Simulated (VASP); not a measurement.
# InP (Fm-3m) in VASP: single point with r2SCAN

Aim: the single point of InP with r2SCAN.

Program: VASP 6.6.1. These are calculated values, not measurements. Logs are shortened: lines on timing, memory, paths and dates and some standing lists are left out, and cuts for length are marked.

## (1) The cell of the first run

It takes space group Fm-3m (No. 225, cubic). Conventional cell: a = 5.710 Å, b = 5.710 Å, c = 5.710 Å, α = 90.00°, β = 90.00°, γ = 90.00°. In (site symmetry m-3m) has 6 P at 2.86 Å within 3.8 Å. Within 3.8 Å of P (site symmetry m-3m) lie 6 In at 2.86 Å.

## (2) Single point, r2SCAN, non-collinear spin, zero start, spin-orbit coupling

Contents of POSCAR:

```
InP
1.0
    0.0000000000      2.8550009661      2.8550009661
    2.8550009661      0.0000000000      2.8550009661
    2.8550009661      2.8550009661      0.0000000000
In P
1 1
Direct
    0.0000000000      0.0000000000      0.0000000000
    0.5000000000      0.5000000000      0.5000000000
```

Contents of INCAR.step1:

```
SYSTEM = InP
PREC     = Accurate       ! precision mode
ENCUT    = 520            ! plane-wave cutoff, eV
ISMEAR   = 0              ! smearing method
SIGMA    = 0.05           ! smearing width, eV
LREAL    = .False.        ! projectors in reciprocal space
LASPH    = .True.         ! aspherical terms in the spheres
NELM     = 150            ! most SCF steps
LNONCOLLINEAR= .True.         ! non-collinear magnetism
MAGMOM   = 0 0 0 0 0 0    ! initial moments
LSORBIT  = .True.         ! spin-orbit coupling
GGA_COMPAT= .False.      
NBANDS   = 30             ! bands
GGA      = PE             ! functional
ALGO     = Normal         ! electronic algorithm
EDIFF    = 1E-4           ! SCF threshold, eV
LWAVE    = .True.         ! write WAVECAR
LCHARG   = .False.        ! write CHGCAR
```

Contents of INCAR.step2:

```
SYSTEM = InP
PREC     = Accurate       ! precision mode
ENCUT    = 520            ! plane-wave cutoff, eV
EDIFF    = 1E-7           ! SCF threshold, eV
ISMEAR   = 0              ! smearing method
SIGMA    = 0.05           ! smearing width, eV
LREAL    = .False.        ! projectors in reciprocal space
LASPH    = .True.         ! aspherical terms in the spheres
NELM     = 150            ! most SCF steps
ALGO     = Normal         ! electronic algorithm
ISIF     = 2              ! what is computed and relaxed
LWAVE    = .False.        ! write WAVECAR
LCHARG   = .True.         ! write CHGCAR
LNONCOLLINEAR= .True.         ! non-collinear magnetism
MAGMOM   = 0 0 0 0 0 0    ! initial moments
LORBIT   = 11             ! projections on sites
LSORBIT  = .True.         ! spin-orbit coupling
GGA_COMPAT= .False.      
LORBMOM  = .True.       
METAGGA  = R2SCAN         ! meta-GGA
LMIXTAU  = .True.       
LVHAR    = .True.       
NBANDS   = 30             ! bands
ISTART   = 1
```

Contents of KPOINTS:

```
regular mesh
0
Gamma
  8 8 8
  0 0 0
```

Potentials or basis: VASP PAW PBE potentials, release 64 (In_d, P).

The run is started by

```sh
$ cat potpaw_PBE.64/In_d/POTCAR potpaw_PBE.64/P/POTCAR > POTCAR
$ cp INCAR.step1 INCAR
$ mpirun -np 1 vasp_ncl > vasp.out
$ cp INCAR.step2 INCAR
$ mpirun -np 1 vasp_ncl > vasp.out
```

OUTCAR:

```text
SYSTEM = InP
   PREC = Accurate
   ENCUT = 520
   EDIFF = 1E-7
   ISMEAR = 0
   LREAL = .False.
   LASPH = .True.
   NELM = 150
   ISIF = 2
   LNONCOLLINEAR = .True.
   LORBIT = 11
   LSORBIT = .True.
   METAGGA = R2SCAN
   ISTART = 1

 ion  position               nearest neighbor table
   1  0.000  0.000  0.000-   2 2.86   2 2.86   2 2.86   2 2.86   2 2.86   2 2.86
   2  0.500  0.500  0.500-   1 2.86   1 2.86   1 2.86   1 2.86   1 2.86   1 2.86

  LATTYP: Found a face centered cubic cell.
 ALAT       =     5.7100019322

  Lattice vectors:

 A1 = (   0.0000000000,   2.8550009661,   2.8550009661)
 A2 = (   2.8550009661,   0.0000000000,   2.8550009661)
 A3 = (   2.8550009661,   2.8550009661,   0.0000000000)

Analysis of symmetry for initial positions (statically):
=====================================================================
 Subroutine PRICEL returns:
 Original cell was already a primitive cell.

 Routine SETGRP: Setting up the symmetry group for a
 face centered cubic supercell.

 Subroutine GETGRP returns: Found 48 space group operations
 (whereof 48 operations were pure point group operations)
 out of a pool of 48 trial point group operations.

The static configuration has the point symmetry O_h .

Analysis of symmetry for dynamics (positions and initial velocities):
=====================================================================
 Subroutine PRICEL returns:
 Original cell was already a primitive cell.

 Routine SETGRP: Setting up the symmetry group for a
 face centered cubic supercell.

 Subroutine GETGRP returns: Found 48 space group operations
 (whereof 48 operations were pure point group operations)
 out of a pool of 48 trial point group operations.

The dynamic configuration has the point symmetry O_h .

Analysis of structural, dynamic, and magnetic symmetry:
=====================================================================
 Subroutine PRICEL returns:
 Original cell was already a primitive cell.

 Routine SETGRP: Setting up the symmetry group for a
 face centered cubic supercell.

 Subroutine GETGRP returns: Found 48 space group operations
 (whereof 48 operations were pure point group operations)
 out of a pool of 48 trial point group operations.

The overall configuration has the point symmetry O_h .

 Subroutine INISYM returns: Found 48 space group operations
 (whereof 48 operations are pure point group operations),
 and found     1 'primitive' translations

----------------------------------------------------------------------------------------
[... 967 lines left out ...]
    total drift:                               -0.000000      0.000000      0.000000

  FREE ENERGIE OF THE ION-ELECTRON SYSTEM (eV)
  ---------------------------------------------------
  free  energy   TOTEN  =       -31.6365561864 eV

  energy  without entropy=      -31.6348935021  energy(sigma->0) =      -31.63572484

 orbital moment (x)

 # of ion     p       d       tot
 ----------------------------------------
  1         0.000  -0.000  -0.000
  2         0.000   0.000   0.000
 ----------------------------------------
            0.000  -0.000  -0.000

 orbital moment (y)

 # of ion     p       d       tot
 ----------------------------------------
  1         0.000  -0.000  -0.000
  2         0.000   0.000   0.000
 ----------------------------------------
            0.000  -0.000  -0.000

 orbital moment (z)

 # of ion     p       d       tot
 ----------------------------------------
  1         0.000   0.000   0.000
  2         0.000   0.000   0.000
 ----------------------------------------
            0.000   0.000   0.000

 Spin-Orbit-Coupling matrix elements

 Ion:    1  E_soc:     -0.0600578
 l=   1
     0.0000000    -0.0039246    -0.0039246
    -0.0039246     0.0000000    -0.0039246
    -0.0039246    -0.0039246     0.0000000
 l=   2
     0.0000000    -0.0012227     0.0000000    -0.0012227    -0.0048624
    -0.0012227     0.0000000    -0.0036468    -0.0012227    -0.0012156
     0.0000000    -0.0036468     0.0000000    -0.0036468     0.0000000
    -0.0012227    -0.0012227    -0.0036468     0.0000000    -0.0012156
    -0.0048624    -0.0012156     0.0000000    -0.0012156     0.0000000
 l=   3
     0.0000000     0.0000000     0.0000000     0.0000000     0.0000000     0.0000000     0.0000000
     0.0000000     0.0000000     0.0000000     0.0000000     0.0000000     0.0000000     0.0000000
     0.0000000     0.0000000     0.0000000     0.0000000     0.0000000     0.0000000     0.0000000
     0.0000000     0.0000000     0.0000000     0.0000000     0.0000000     0.0000000     0.0000000
     0.0000000     0.0000000     0.0000000     0.0000000     0.0000000     0.0000000     0.0000000
     0.0000000     0.0000000     0.0000000     0.0000000     0.0000000     0.0000000     0.0000000
     0.0000000     0.0000000     0.0000000     0.0000000     0.0000000     0.0000000     0.0000000

 Ion:    2  E_soc:     -0.0011500
 l=   1
     0.0000000    -0.0001917    -0.0001917
    -0.0001917     0.0000000    -0.0001917
    -0.0001917    -0.0001917     0.0000000
 l=   2
     0.0000000     0.0000000     0.0000000     0.0000000     0.0000000
     0.0000000     0.0000000     0.0000000     0.0000000     0.0000000
     0.0000000     0.0000000     0.0000000     0.0000000     0.0000000
     0.0000000     0.0000000     0.0000000     0.0000000     0.0000000
     0.0000000     0.0000000     0.0000000     0.0000000     0.0000000
 l=   3
     0.0000000     0.0000000     0.0000000     0.0000000     0.0000000     0.0000000     0.0000000
     0.0000000     0.0000000     0.0000000     0.0000000     0.0000000     0.0000000     0.0000000
     0.0000000     0.0000000     0.0000000     0.0000000     0.0000000     0.0000000     0.0000000
     0.0000000     0.0000000     0.0000000     0.0000000     0.0000000     0.0000000     0.0000000
     0.0000000     0.0000000     0.0000000     0.0000000     0.0000000     0.0000000     0.0000000
     0.0000000     0.0000000     0.0000000     0.0000000     0.0000000     0.0000000     0.0000000
     0.0000000     0.0000000     0.0000000     0.0000000     0.0000000     0.0000000     0.0000000

 total charge

# of ion       s       p       d       tot
------------------------------------------
    1        0.824   0.534   9.892  11.249
    2        1.058   1.391   0.000   2.450
--------------------------------------------------
tot          1.882   1.925   9.892  13.699

 magnetization (x)

# of ion       s       p       d       tot
------------------------------------------
    1        0.000  -0.000  -0.000  -0.000
    2        0.000  -0.000   0.000  -0.000
--------------------------------------------------
tot          0.000  -0.000  -0.000  -0.000

 magnetization (y)

# of ion       s       p       d       tot
------------------------------------------
    1       -0.000   0.000  -0.000  -0.000
    2        0.000  -0.000   0.000  -0.000
--------------------------------------------------
tot         -0.000   0.000  -0.000  -0.000

 magnetization (z)

# of ion       s       p       d       tot
------------------------------------------
    1       -0.000   0.000  -0.000  -0.000
    2       -0.000  -0.000   0.000  -0.000
--------------------------------------------------
tot         -0.000  -0.000  -0.000  -0.000
```

OUTCAR.step1:

```text
SYSTEM = InP
   PREC = Accurate
   ENCUT = 520
   ISMEAR = 0
   LREAL = .False.
[... 1081 lines left out ...]
     0.0000000     0.0000000     0.0000000     0.0000000     0.0000000     0.0000000     0.0000000
     0.0000000     0.0000000     0.0000000     0.0000000     0.0000000     0.0000000     0.0000000
     0.0000000     0.0000000     0.0000000     0.0000000     0.0000000     0.0000000     0.0000000
     0.0000000     0.0000000     0.0000000     0.0000000     0.0000000     0.0000000     0.0000000
     0.0000000     0.0000000     0.0000000     0.0000000     0.0000000     0.0000000     0.0000000
     0.0000000     0.0000000     0.0000000     0.0000000     0.0000000     0.0000000     0.0000000

=======================================================================

 ========================================================
```

OSZICAR.step1:

```text
N       E                     dE             d eps       ncg     rms          rms(c)
DAV:   1     0.154824071978E+03    0.15482E+03   -0.79758E+03  1752   0.140E+03
DAV:   2     0.888617785107E+01   -0.14594E+03   -0.13926E+03  1760   0.369E+02
DAV:   3    -0.742251754575E+01   -0.16309E+02   -0.15905E+02  2166   0.126E+02
DAV:   4    -0.813229996687E+01   -0.70978E+00   -0.70564E+00  2164   0.255E+01
DAV:   5    -0.816983410318E+01   -0.37534E-01   -0.37522E-01  2686   0.556E+00    0.411E+00
DAV:   6    -0.786891507418E+01    0.30092E+00   -0.48685E-01  2488   0.116E+01    0.225E+00
DAV:   7    -0.786589161590E+01    0.30235E-02   -0.13672E-01  2580   0.247E+00    0.110E+00
DAV:   8    -0.786585498768E+01    0.36628E-04   -0.13879E-02  2460   0.156E+00    0.464E-01
DAV:   9    -0.786528448609E+01    0.57050E-03   -0.15670E-03  2478   0.534E-01    0.140E-01
DAV:  10    -0.786524767916E+01    0.36807E-04   -0.77443E-04  2470   0.327E-01
   1 F= -.78652477E+01 E0= -.78639975E+01  d E =-.250029E-02  mag=     0.0000    -0.0000     0.0000
```

Run time: 11 min. Hardware: 1 thread of Intel Xeon 8259CL, shared host; peak memory 0.36 GiB.

Results:

```
Free energy                                           : -31.6366 eV
Pressure                                              : -7.6 GPa
Net moment                                            : 0.00 μB per cell
Valence electrons inside the program's atomic spheres : In 11.25; P 2.45
```

Moments on the atoms (μB; x, y, z):
```
In  0.00 0.00 0.00
P   0.00 0.00 0.00
```

Caveat: the cell stands under tension; the PAW data sets were made with another functional, which shifts forces and pressure a little.
